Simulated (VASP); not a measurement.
The system is Cr.

```
CELL_PARAMETERS angstrom
-1.48445 1.48445 1.48445
1.48445 -1.48445 1.48445
1.48445 1.48445 -1.48445
ATOMIC_POSITIONS crystal
Cr 0.00000 0.00000 0.00000
```

Base run:

- Program: VASP 6.6.1
- Functional: PBEsol
- Potentials or basis: VASP PAW PBE potentials, release 64 (Cr_pv)
- Cutoff: 520 eV
- k mesh: 10 × 10 × 10
- Occupations: fermi-dirac, width 0.05 eV
- Spin: collinear spin, ferromagnetic start
- Starting moments: [2.2] μB
- Fixed moment: 2.2 μB

Its results: pressure -3.2 GPa; site moments Cr +2.03 μB.

Q: The run is repeated on the same cell with these changes: functional from PBEsol to PBE. What comes out?

A: Pressure 4.2 GPa; site moments Cr +2.04 μB.

PBE binds less tightly than PBEsol, so the same cell stands under more pressure.

Caveats: the total moment is fixed, so each spin has its own Fermi level; the PAW data sets were made with another functional, which shifts forces and pressure a little (some runs).
